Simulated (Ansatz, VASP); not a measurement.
## O: VASP beside Ansatz

```
O
1.0
     2.87029   -1.67343    0.00000
     2.87029    1.67343    0.00000
    -2.41035    0.00000    3.67120
O
2
Cartesian
  3.5591 0.0000 3.1001
  -0.2289 0.0000 0.5711
```

Alike in both runs: task single point; functional PBEsol; k mesh 10 × 10 × 7; occupations fermi-dirac, width 0.05 eV; no spin polarisation.

|  | VASP | Ansatz |
| --- | --- | --- |
| version | VASP 6.6.1 | Ansatz 0.2.0 |
| potentials or method | VASP PAW PBE potentials, release 64 (O_h) | Ansatz PAW |
| plane-wave cutoff (eV) | 1340 | 420 |
| valence electrons in the cell | 12 | 12 |

|  | VASP | Ansatz | Ansatz less VASP |
| --- | --- | --- | --- |
| gap on the k mesh at the Fermi level (eV) | none | none | - |
| pressure (GPa) | -4.6 | -4.6 | -0.03 |
| traceless stress, the component that is largest in VASP (GPa) | -3.88 | -4.33 | -0.450 |
| rms of the force components (eV/Å) | 0.694 | 0.782 | +0.0875 |

VASP's potentials were made for PBE, not for PBEsol. Atom by atom the forces differ by 0.088 eV/Å (rms over components). A gap of «none» marks a metal or a gap that the smearing closes.

Noted on VASP's run: spin is off for a triplet molecule. Noted on Ansatz's run: spin is off for a triplet molecule.
